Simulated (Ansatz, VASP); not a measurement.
Two plane-wave programs on Cu

```
CELL_PARAMETERS angstrom
0.00000 2.16814 1.47368
2.16814 0.00000 1.47368
2.16814 2.16814 0.00000
ATOMIC_POSITIONS crystal
Cu 0.00000 0.00000 0.00000
```

Alike in both runs: task single point; functional PBE; k mesh 24 × 24 × 24; occupations gaussian, width 0.15 eV; no spin polarisation.

|  | VASP | Ansatz |
| --- | --- | --- |
| version | VASP 6.6.1 | Ansatz 0.2.0 |
| potentials or method | VASP PAW PBE potentials, release 64 (Cu_sv_GW), cutoff 820 eV | scalar-relativistic, plane waves, PAW |
| valence electrons in the cell | 19 | 19 |

```csv
,VASP,Ansatz,Ansatz less VASP
gap on the k mesh at the Fermi level (eV),none,none,-
pressure (GPa),-13.8,-13.8,-0.02
"traceless stress, the component that is largest in VASP (GPa)",-0.29,-0.29,+0.001
```

A gap of «none» marks a metal or a gap that the smearing closes. With one functional, cell and mesh, what is left measures potentials, basis and numerics.
